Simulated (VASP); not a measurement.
# AlPt (Pm-3m) in VASP: further runs, part 2 of 2

VASP 6.6.1. Earlier steps stand in the parts before.

## 3. Single point, PBEsol (volume scaled by 0.98)

Input file INCAR:

```
PREC = Accurate
ENCUT = 520
EDIFF = 1E-6
ISMEAR = -1
SIGMA = 0.05
LREAL = F
LASPH = T
NELM = 60
ALGO = Normal
ISIF = 2
LWAVE = F
LCHARG = F
GGA = PS
NBANDS = 14
```

Input file KPOINTS:

```
regular mesh
0
Gamma
  9 9 9
```

Input file POSCAR:

```
AlPt
1.0
    3.0707967439      0.0000000000      0.0000000000
    0.0000000000      3.0707967439      0.0000000000
    0.0000000000      0.0000000000      3.0707967439
Pt Al
1 1
Direct
    0.5000000000      0.5000000000      0.5000000000
    0.0000000000      0.0000000000      0.0000000000
```

Potentials or basis: VASP PAW PBE potentials, release 64 (Pt, Al).

Launch:

```bash
$ cat potpaw_PBE.64/Pt/POTCAR potpaw_PBE.64/Al/POTCAR > POTCAR
$ mpirun -np 1 vasp_std > vasp.out
```

OUTCAR:

```text
PREC = Accurate
   ENCUT = 520
   EDIFF = 1E-6
   ISMEAR = -1
   LREAL = F
   LASPH = T
   NELM = 60
   ISIF = 2
   GGA = PS

 ion  position               nearest neighbor table
   1  0.500  0.500  0.500-   2 2.66   2 2.66   2 2.66   2 2.66   2 2.66   2 2.66   2 2.66   2 2.66

   2  0.000  0.000  0.000-   1 2.66   1 2.66   1 2.66   1 2.66   1 2.66   1 2.66   1 2.66   1 2.66

  LATTYP: Found a simple cubic cell.
 ALAT       =     3.0707967439

  Lattice vectors:

 A1 = (   3.0707967439,   0.0000000000,   0.0000000000)
 A2 = (   0.0000000000,   3.0707967439,   0.0000000000)
 A3 = (   0.0000000000,   0.0000000000,   3.0707967439)

Analysis of symmetry for initial positions (statically):
=====================================================================
 Subroutine PRICEL returns:
 Original cell was already a primitive cell.

 Routine SETGRP: Setting up the symmetry group for a
 simple cubic supercell.

 Subroutine GETGRP returns: Found 48 space group operations
 (whereof 48 operations were pure point group operations)
 out of a pool of 48 trial point group operations.

The static configuration has the point symmetry O_h .

Analysis of symmetry for dynamics (positions and initial velocities):
=====================================================================
 Subroutine PRICEL returns:
 Original cell was already a primitive cell.

 Routine SETGRP: Setting up the symmetry group for a
 simple cubic supercell.

 Subroutine GETGRP returns: Found 48 space group operations
 (whereof 48 operations were pure point group operations)
 out of a pool of 48 trial point group operations.

The dynamic configuration has the point symmetry O_h .

 Subroutine INISYM returns: Found 48 space group operations
 (whereof 48 operations are pure point group operations),
 and found     1 'primitive' translations

----------------------------------------------------------------------------------------

                                     Primitive cell

  volume of cell :      28.9570

  direct lattice vectors                    reciprocal lattice vectors
     3.070796744  0.000000000  0.000000000     0.325648385  0.000000000  0.000000000
     0.000000000  3.070796744  0.000000000     0.000000000  0.325648385  0.000000000
     0.000000000  0.000000000  3.070796744     0.000000000  0.000000000  0.325648385

  length of vectors
     3.070796744  3.070796744  3.070796744     0.325648385  0.325648385  0.325648385

  position of ions in fractional coordinates (direct lattice)
     0.500000000  0.500000000  0.500000000
     0.000000000  0.000000000  0.000000000

  ion indices of the primitive-cell ions
   primitive index   ion index
                 1           1
                 2           2

----------------------------------------------------------------------------------------

 KPOINTS: regular mesh

Automatic generation of k-mesh.
 Grid dimensions read from file:
 generate k-points for:    9    9    9

 Generating k-lattice:

  Cartesian coordinates                     Fractional coordinates (reciprocal lattice)
     0.036183154  0.000000000  0.000000000     0.111111111  0.000000000  0.000000000
     0.000000000  0.036183154  0.000000000     0.000000000  0.111111111  0.000000000
     0.000000000  0.000000000  0.036183154     0.000000000  0.000000000  0.111111111

  Length of vectors
[... 38 lines left out ...]
   number of dos      NEDOS =    301   number of ions     NIONS =      2
   total plane-waves  NPLWV =  13824
   dimension x,y,z NGX =    24 NGY =   24 NGZ =   24
   dimension x,y,z NGXF=    48 NGYF=   48 NGZF=   48
   ions per type =               1   1
   NGX,Y,Z   is equivalent  to a cutoff of  12.99, 12.99, 12.99 a.u.
   NGXF,Y,Z  is equivalent  to a cutoff of  25.99, 25.99, 25.99 a.u.
 SYSTEM =  unknown system
   PREC   = accura    normal or accurate (medium, high low for compatibility)
   ISTART =      0    job   : 0-new  1-cont  2-samecut
   ICHARG =      2    charge: 1-file 2-atom 10-const
   ISPIN  =      1    spin polarized calculation?
   LNONCOLLINEAR =      F non collinear calculations
   LSORBIT =      F    spin-orbit coupling
   LASPH  =      T    aspherical Exc in radial PAW
   ENCUT  =  520.0 eV  38.22 Ry    6.18 a.u.   5.71  5.71  5.71*2*pi/ulx,y,z
   NELM   =     60;   NELMIN=  2; NELMDL= -5     # of ELM steps
   EDIFF  = 0.1E-05   stopping-criterion for ELM
   LREAL  =      F    real-space projection
   EDIFFG = 0.1E-04   stopping-criterion for IOM
   NSW    =      0    number of steps for IOM
   IBRION =     -1    ionic relax: 0-MD 1-quasi-New 2-CG
   NFREE  =      0    steps in history (QN), initial steepest desc. (CG)
   ISIF   =      2    stress and relaxation
   ISYM   =      2    0-nonsym 1-usesym 2-fastsym
   POTIM  = 0.5000    time-step for ionic-motion
   TEBEG  =    0.0;   TEEND  =   0.0 temperature during run
   PSTRESS=    0.0 pullay stress
   NELECT =      13.0000    total number of electrons
   NUPDOWN=      -1.0000    fix difference up-down
   EMIN   =  10.00;   EMAX   =-10.00  energy-range for DOS
   EFERMI =   0.00;   METHOD = LEGACY
   ISMEAR =    -1;   SIGMA  =   0.05  broadening in eV -4-tet -1-fermi 0-gaus
   EFERMI_NEDOS =   21; number of points for ismear=-14 and -15
   IALGO  =     38    algorithm
   IMIX   =      4    mixing-type and parameters
     AMIX     =   0.40;   BMIX     =  1.00
     AMIX_MAG =   1.60;   BMIX_MAG =  1.00
  volume/ion in A,a.u.               =      14.48        97.71
  Fermi-wavevector in a.u.,A,eV,Ry     =   1.253540  2.368847 21.379687  1.571363
  Thomas-Fermi vector in A             =   2.387388
   LORBIT       =      0    0 simple, 1 ext, 2 COOP (PROOUT), +10 PAW based schemes
   GGA     = PS    functional components
   LHFCALC =     F    Hartree Fock is set to
   AEXX    =    0.0000 exact exchange contribution
   IVDW    =     0    specifies the selected vdW correction
   LEPSILON=     F    determine dielectric tensor
   LRPA    =     F    only Hartree local field effects (RPA)
 non-spin polarized calculation
  energy-cutoff  :      520.00
  volume of cell :       28.96
 maximum number of plane-waves:       792
 NGX is ok and might be reduce to    24
   NGX = 11   NGY = 11   NGZ = 11

 number of electron      12.9999997 magnetization

 Free energy of the ion-electron system (eV)
  ---------------------------------------------------
  ext. energy  EPLUGINS =         0.00000000
  ---------------------------------------------------
  free energy    TOTEN  =       -12.93441809 eV

  energy without entropy =      -12.92752290  energy(sigma->0) =      -12.93097050

 E-fermi :  10.9116     XC(G=0): -12.2992

 val. band max:       10.8703309215   @ k =   0.3333   0.1111   0.1111
 cond. band min:      10.9810689034   @ k =   0.3333   0.3333   0.0000
 fundamental gap:      0.1107379819
 Fermi energy:        10.9115916437

 k-point     1 :       0.0000    0.0000    0.0000
  band No.  band energies     occupation
      1      -0.8017      2.00000
      2       5.2059      2.00000
      3       5.2059      2.00000
      4       8.2706      2.00000
      5       8.2706      2.00000
      6       8.2706      2.00000
      7      14.8348      0.00000
      8      14.8348      0.00000
      9      14.8348      0.00000
     10      20.0634      0.00000
     11      20.0634      0.00000
     12      20.7914      0.00000
     13      28.7519      0.00000
     14      28.7519      0.00000
[... 377 lines left out ...]
      1       3.3462      2.00000
      2       4.7745      2.00000
      3       6.2457      2.00000
      4       6.6541      2.00000
      5       7.5641      2.00000
      6       8.2007      2.00000
      7      10.3034      1.99999
      8      13.5844      0.00000
      9      15.4566      0.00000
     10      18.4099      0.00000
     11      21.3250      0.00000
     12      22.2534      0.00000
     13      24.7323      0.00000
     14      26.7403      0.00000

 [... further k-points ...]

------------------------ aborting loop because EDIFF is reached ----------------------------------------

  FORCE on cell =-STRESS in cart. coord.  units (eV):
  Direction    XX          YY          ZZ          XY          YZ          ZX
  --------------------------------------------------------------------------------------
  -------------------------------------------------------------------------------------
  Total       -0.3797732     -0.3797732     -0.3797732      0.0000000     -0.0000000      0.0000000
  in kB      -21.0126892    -21.0126892    -21.0126892      0.0000000     -0.0000000      0.0000000
  external PRESSURE =     -21.0126892 kB  Pullay stress =       0.0000000 kB

 VOLUME and BASIS-vectors are now :
 -----------------------------------------------------------------------------
  energy-cutoff  :      520.00
  volume of cell :       28.96
      direct lattice vectors                 reciprocal lattice vectors
     3.070796744  0.000000000  0.000000000     0.325648385  0.000000000  0.000000000
     0.000000000  3.070796744  0.000000000     0.000000000  0.325648385  0.000000000
     0.000000000  0.000000000  3.070796744     0.000000000  0.000000000  0.325648385

 POSITION                                       TOTAL-FORCE (eV/Angst)
 -----------------------------------------------------------------------------------
      1.53540      1.53540      1.53540         0.000000      0.000000      0.000000
      0.00000      0.00000      0.00000         0.000000      0.000000      0.000000
 -----------------------------------------------------------------------------------
    total drift:                                0.000000     -0.000000     -0.000000

  FREE ENERGIE OF THE ION-ELECTRON SYSTEM (eV)
  ---------------------------------------------------
  free  energy   TOTEN  =       -12.9344180908 eV

  energy  without entropy=      -12.9275229008  energy(sigma->0) =      -12.93097050
```

OSZICAR:

```text
N       E                     dE             d eps       ncg     rms          rms(c)
DAV:   1     0.463078024558E+02    0.46308E+02   -0.55016E+03   988   0.765E+02
DAV:   2    -0.122432204058E+02   -0.58551E+02   -0.53457E+02  1232   0.170E+02
DAV:   3    -0.135160484969E+02   -0.12728E+01   -0.12676E+01  1208   0.230E+01
DAV:   4    -0.135228115979E+02   -0.67631E-02   -0.67628E-02  1184   0.206E+00
DAV:   5    -0.135228894583E+02   -0.77860E-04   -0.77859E-04  1238   0.221E-01    0.110E+01
DAV:   6    -0.130100399716E+02    0.51285E+00   -0.21922E+00  1040   0.107E+01    0.412E+00
DAV:   7    -0.129565752087E+02    0.53465E-01   -0.63944E-02  1046   0.193E+00    0.249E+00
DAV:   8    -0.129345305720E+02    0.22045E-01   -0.16377E-02  1166   0.884E-01    0.261E-01
DAV:   9    -0.129344273779E+02    0.10319E-03   -0.49104E-04  1178   0.152E-01    0.931E-02
DAV:  10    -0.129344181751E+02    0.92028E-05   -0.52431E-05  1226   0.608E-02    0.904E-03
DAV:  11    -0.129344180908E+02    0.84314E-07   -0.94428E-07   832   0.790E-03
   1 F= -.12934418E+02 E0= -.12930970E+02  d E =-.689519E-02
```

Run time: 13 s. Hardware: 1 thread of Intel Xeon 8259CL, shared host; peak memory 0.15 GiB.

Results:

- Free energy: -12.9344 eV
- Pressure: -2.1 GPa

Caveat: the PAW data sets were made with another functional, which shifts forces and pressure a little; spin-orbit coupling is left out, which moves the levels of the heavy elements.

## 4. Single point, PBEsol (volume scaled by 1.02)

Input file INCAR:

```
  PREC = Accurate
  ENCUT = 520
  EDIFF = 1E-6
  ISMEAR = -1
  SIGMA = 0.05
  LREAL = F
  LASPH = T
  NELM = 80
  ALGO = Fast
  ISIF = 2
  LWAVE = F
  LCHARG = F
  GGA = PS
  NBANDS = 14
```

Input file KPOINTS:

```
Automatic mesh
0
Gamma
  9 9 9
```

Input file POSCAR:

```
AlPt
1.0
    3.1120204112      0.0000000000      0.0000000000
    0.0000000000      3.1120204112      0.0000000000
    0.0000000000      0.0000000000      3.1120204112
Pt Al
1 1
Direct
    0.5000000000      0.5000000000      0.5000000000
    0.0000000000      0.0000000000      0.0000000000
```

Launch:

```bash
$ cat potpaw_PBE.64/Pt/POTCAR potpaw_PBE.64/Al/POTCAR > POTCAR
$ mpirun -np 1 vasp_std > vasp.out
```

It took 17 s on 1 thread of Intel Xeon 8259CL, shared host; peak memory 0.14 GiB.

The run converged. Its results:

- Free energy: -12.8923 eV
- Pressure: -9.1 GPa

Levels at points of the mesh, in eV from the Fermi level:
```tsv
k point	band 2	band 3	band 4	band 5	band 6	band 7	band 8	band 9	band 10	band 11
(0.00, 0.00, 0.00)	-5.38	-5.38	-2.52	-2.52	-2.52	3.88	3.88	3.88	9.03	9.03
```

Caveat: the PAW data sets were made with another functional, which shifts forces and pressure a little; spin-orbit coupling is left out, which moves the levels of the heavy elements.

## 5. Single point, PBEsol (volume scaled by 1.04)

Input file INCAR:

```
ALGO     = Fast           # electronic algorithm
EDIFF    = 1E-7           # SCF threshold, eV
ENCUT    = 520            # plane-wave cutoff, eV
GGA      = PS             # functional
ISIF     = 2              # what is computed and relaxed
ISMEAR   = -1             # smearing method
LASPH    = True           # aspherical terms in the spheres
LCHARG   = True           # write CHGCAR
LELF     = True           # ELF
LREAL    = False          # projectors in reciprocal space
LVHAR    = True         
LWAVE    = False          # write WAVECAR
NBANDS   = 14             # bands
NELM     = 80             # most SCF steps
PREC     = Accurate       # precision mode
SIGMA    = 0.05           # smearing width, eV
```

Input file KPOINTS:

```
k-points
0
Gamma
  9 9 9
```

Input file POSCAR:

```
AlPt
1.0
    3.1322289022      0.0000000000      0.0000000000
    0.0000000000      3.1322289022      0.0000000000
    0.0000000000      0.0000000000      3.1322289022
Pt Al
1 1
Direct
    0.5000000000      0.5000000000      0.5000000000
    0.0000000000      0.0000000000      0.0000000000
```

Potentials or basis: VASP PAW PBE potentials, release 64 (Pt, Al).

Launch:

```bash
$ cat potpaw_PBE.64/Pt/POTCAR potpaw_PBE.64/Al/POTCAR > POTCAR
$ mpirun -np 1 vasp_std > vasp.out
```

OUTCAR:

```text
EDIFF = 1E-7
   ENCUT = 520
   GGA = PS
   ISIF = 2
   ISMEAR = -1
   LASPH = True
   LREAL = False
   NELM = 80
   PREC = Accurate

 ion  position               nearest neighbor table
   1  0.500  0.500  0.500-   2 2.71   2 2.71   2 2.71   2 2.71   2 2.71   2 2.71   2 2.71   2 2.71

   2  0.000  0.000  0.000-   1 2.71   1 2.71   1 2.71   1 2.71   1 2.71   1 2.71   1 2.71   1 2.71

  LATTYP: Found a simple cubic cell.
 ALAT       =     3.1322289022

  Lattice vectors:

 A1 = (   3.1322289022,   0.0000000000,   0.0000000000)
 A2 = (   0.0000000000,   3.1322289022,   0.0000000000)
 A3 = (   0.0000000000,   0.0000000000,   3.1322289022)

Analysis of symmetry for initial positions (statically):
=====================================================================
 Subroutine PRICEL returns:
 Original cell was already a primitive cell.

 Routine SETGRP: Setting up the symmetry group for a
 simple cubic supercell.

 Subroutine GETGRP returns: Found 48 space group operations
 (whereof 48 operations were pure point group operations)
 out of a pool of 48 trial point group operations.

The static configuration has the point symmetry O_h .

[... 166 lines left out ...]
 Fermi energy:         9.9770586969

 k-point     1 :       0.0000    0.0000    0.0000
  band No.  band energies     occupation
      1      -1.1572      2.00000
      2       4.7493      2.00000
      3       4.7493      2.00000
      4       7.5184      2.00000
      5       7.5184      2.00000
      6       7.5184      2.00000
      7      13.8305      0.00000
      8      13.8305      0.00000
      9      13.8305      0.00000
     10      18.9476      0.00000
     11      18.9476      0.00000
     12      19.0631      0.00000
     13      27.6331      0.00000
     14      27.6331      0.00000
[... 377 lines left out ...]
      1       2.8626      2.00000
      2       4.2686      2.00000
      3       5.6681      2.00000
      4       6.0590      2.00000
      5       6.8906      2.00000
      6       7.4805      2.00000
      7       9.3931      1.99998
      8      12.5015      0.00000
      9      14.2084      0.00000
     10      17.2194      0.00000
     11      20.0599      0.00000
     12      21.0562      0.00000
     13      23.3994      0.00000
     14      25.3401      0.00000

 [... further k-points ...]
[... 5 lines left out ...]
  --------------------------------------------------------------------------------------
  -------------------------------------------------------------------------------------
  Total       -2.3106402     -2.3106402     -2.3106402      0.0000000     -0.0000000      0.0000000
  in kB     -120.4709771   -120.4709771   -120.4709771      0.0000000     -0.0000000      0.0000000
  external PRESSURE =    -120.4709771 kB  Pullay stress =       0.0000000 kB

 VOLUME and BASIS-vectors are now :
 -----------------------------------------------------------------------------
  energy-cutoff  :      520.00
  volume of cell :       30.73
      direct lattice vectors                 reciprocal lattice vectors
     3.132228902  0.000000000  0.000000000     0.319261469  0.000000000  0.000000000
     0.000000000  3.132228902  0.000000000     0.000000000  0.319261469  0.000000000
     0.000000000  0.000000000  3.132228902     0.000000000  0.000000000  0.319261469

 POSITION                                       TOTAL-FORCE (eV/Angst)
 -----------------------------------------------------------------------------------
      1.56611      1.56611      1.56611         0.000000      0.000000      0.000000
      0.00000      0.00000      0.00000         0.000000      0.000000      0.000000
 -----------------------------------------------------------------------------------
    total drift:                                0.000000     -0.000000     -0.000000

  FREE ENERGIE OF THE ION-ELECTRON SYSTEM (eV)
  ---------------------------------------------------
  free  energy   TOTEN  =       -12.8533650867 eV

  energy  without entropy=      -12.8461499588  energy(sigma->0) =      -12.84975752
```

Wall time 21 s (1 thread of Intel Xeon 8259CL, shared host); peak memory 0.14 GiB.

What came out:

- Free energy: -12.8534 eV
- Pressure: -12.0 GPa

Levels at points of the mesh, in eV from the Fermi level:
| k point | band 2 | band 3 | band 4 | band 5 | band 6 | band 7 | band 8 | band 9 | band 10 | band 11 |
| --- | --- | --- | --- | --- | --- | --- | --- | --- | --- | --- |
| (0.00, 0.00, 0.00) | -5.23 | -5.23 | -2.46 | -2.46 | -2.46 | 3.85 | 3.85 | 3.85 | 8.97 | 8.97 |

Caveat: the PAW data sets were made with another functional, which shifts forces and pressure a little; spin-orbit coupling is left out, which moves the levels of the heavy elements.

## 6. The runs side by side

```csv
cell,gap on the mesh (eV),pressure (GPa)
"a = 3.092 Å, 2 atoms",none,-5.8
"a = 3.071 Å, 2 atoms",none,-2.1
"a = 3.112 Å, 2 atoms",none,-9.1
"a = 3.132 Å, 2 atoms",none,-12.0
```

Alike in all rows: task single point; level PBEsol; potentials or basis VASP PAW PBE potentials, release 64 (Pt, Al); no spin polarisation; k mesh 9 × 9 × 9; cutoff (eV) 520; smearing fermi-dirac 0.05 eV.

Caveats: the PAW data sets were made with another functional, which shifts forces and pressure a little; spin-orbit coupling is left out, which moves the levels of the heavy elements.

Total energies depend on the potentials used, so only differences within one code and one set of settings carry meaning.
